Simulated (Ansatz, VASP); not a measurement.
K in VASP and in Ansatz

The input INCAR:

```
SYSTEM = K
PREC = Accurate
ENCUT = 600
EDIFF = 1E-6
ISMEAR = -1
SIGMA = 0.1
LREAL = .False.
LASPH = .True.
NELM = 80
ALGO = Normal
ISIF = 3
LWAVE = .False.
LCHARG = .False.
GGA = PE
IBRION = 2
NSW = 80
EDIFFG = -0.01
```

The input KPOINTS:

```
Automatic mesh
0
Gamma
  8 8 8
  0 0 0
```

POSCAR

```
K
1.0
    0.0000000000      3.2915437429      3.2915437429
    3.2915437429      0.0000000000      3.2915437429
    3.2915437429      3.2915437429      0.0000000000
K
1
Direct
    0.0000000000      0.0000000000      0.0000000000
```

Input for Ansatz:

```yaml
crystal:
  lattice:
    - [0.0, 3.2915437429, 3.2915437429]
    - [3.2915437429, 0.0, 3.2915437429]
    - [3.2915437429, 3.2915437429, 0.0]
  atoms:
    - { symbol: K, position: [0.0, 0.0, 0.0] }
hamiltonian:
  xc: pbe
  pseudopotentials:
    kind: paw
    azcp:
      K: "pseudopotentials/K.paw.azcp"
basis:
  ecutwfc: 420
  fft_grid_basis: typed
kpoints:
  mp_grid: { grid: [8, 8, 8], shift: [0, 0, 0] }
magnetization:
  spin_polarized: false
scf:
  occupations: { method: fermi_dirac, width: 0.1 }
relax:
  max_steps: 60
  f_tol: 0.01
  cell: {}
output:
  write_density: true
  write_potential: true
  elf: true
  volumetric_format: npy
```

Alike in both runs: task relaxation of cell and atoms; functional PBE; k mesh 8 × 8 × 8; occupations fermi-dirac, width 0.1 eV; no spin polarisation.

```csv
,VASP,Ansatz
version,VASP 6.6.1,Ansatz 0.2.0
potentials or method,"VASP PAW PBE potentials, release 64 (K_sv), cutoff 600 eV","plane waves (420 eV) with PAW, scalar-relativistic"
valence electrons in the cell,9,9
```

|  | VASP | Ansatz | Ansatz less VASP |
| --- | --- | --- | --- |
| relaxed volume (Å³/atom) | 74.08 | 74.13 | +0.045 |
| relaxed cell length with the largest relative difference (Å) | 4.714 | 4.715 | +0.0010 |
